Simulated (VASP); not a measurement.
Wanted: the native input for a VASP 6.6.1 run.

```
Task                   : single point
Functional             : PBE
Potentials or basis    : VASP PAW PBE potentials, release 64 (Ta_pv, N)
Cutoff                 : 520 eV
k mesh                 : 24 × 24 × 24
Occupations            : gaussian, width 0.15 eV
Spin                   : no spin polarisation
Dipole correction      : no
Further INCAR settings : ALGO = Normal; EDIFF = 1e-06; NBANDS = 15
```

The structure of TaN lies in POSCAR:

```
TaN
1.0
    0.0000000000      2.2086347780      2.2086347780
    2.2086347780      0.0000000000      2.2086347780
    2.2086347780      2.2086347780      0.0000000000
Ta N
1 1
Direct
    0.5000000000      0.5000000000      0.5000000000
   -0.0679152576     -0.0679152576      0.0679152576
```

This cell differs from its parent crystal: atom 2 (N) moved by (+0.000, -0.300) A along [1 1 0] and z.

The input as run:

INCAR

```
SYSTEM = TaN
ALGO     = Normal         ! electronic algorithm
EDIFF    = 1E-6           ! SCF threshold, eV
ENCUT    = 520            ! plane-wave cutoff, eV
GGA      = PE             ! functional
ISIF     = 2              ! what is computed and relaxed
ISMEAR   = 0              ! smearing method
LASPH    = .TRUE.         ! aspherical terms in the spheres
LCHARG   = .FALSE.        ! write CHGCAR
LREAL    = .FALSE.        ! projectors in reciprocal space
LWAVE    = .FALSE.        ! write WAVECAR
NBANDS   = 15             ! bands
NELM     = 80             ! most SCF steps
PREC     = Accurate       ! precision mode
SIGMA    = 0.15           ! smearing width, eV
```

KPOINTS

```
k-points
0
G
  24 24 24
  0 0 0
```

Potentials or basis: VASP PAW PBE potentials, release 64 (Ta_pv, N).

Launch:

```sh
$ cat potpaw_PBE.64/Ta_pv/POTCAR potpaw_PBE.64/N/POTCAR > POTCAR
$ mpirun -np 1 vasp_std > vasp.out
```

Results of the run:

```yaml
Pressure: 16.3 GPa
Largest_force: 3.655 eV/Å
Band_gap_on_the_k_mesh: zero (bands 8 and 9 overlap by 2.71 eV)
```

Caveat: the cell differs from its parent crystal (atom 2 (N) moved by (+0.000, -0.300) A along [1 1 0] and z); the stress differs along the axes, from 2 to 46 GPa; spin-orbit coupling is left out, which moves the levels of the heavy elements; forces of over 1 eV/Å act on the atoms, so gaps and moduli don't describe the material at rest.

It took 86 s on 1 thread of Intel(R) Xeon(R) 6975P-C (Granite Rapids), on a shared host, peak memory 0.44 GiB.
